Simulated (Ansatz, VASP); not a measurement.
# One calculation of CaO, two programs

```
Ca O
1.0
     4.05874    0.00000    0.00000
    -2.02937    3.51497    0.00000
     0.00000    0.00000    4.68053
Ca O
2 2
Direct
  0.33333 0.66667 0.75000
  0.66667 0.33333 0.25000
  0.33333 0.66667 0.25000
  0.66667 0.33333 0.75000
```

Alike in both runs: task single point; functional PBE; k mesh 9 × 9 × 6; occupations gaussian, width 0.05 eV; no spin polarisation.

```csv
,VASP,Ansatz
version,VASP 6.6.1,Ansatz 0.2.0
potentials or method,"VASP PAW PBE potentials, release 64 (Ca_sv, O), cutoff 520 eV","scalar-relativistic, plane waves, PAW"
valence electrons in the cell,32,32
```

Ansatz gave:

| Item | Value |
| --- | --- |
| gap on the k mesh at the Fermi level (eV) | 3.01 |
| least direct gap on the mesh (eV) | 3.01 |
| pressure (GPa) | 0.6 |
| traceless stress, the component that is largest in VASP (GPa) | 3.58 |

**Question.** Estimate VASP's values.

**Answer.** gap on the k mesh at the Fermi level (eV): 3.00; least direct gap on the mesh (eV): 3.00; pressure (GPa): 1.0; traceless stress, the component that is largest in VASP (GPa): 3.76.

With one functional, cell and mesh, what is left measures potentials, basis and numerics.
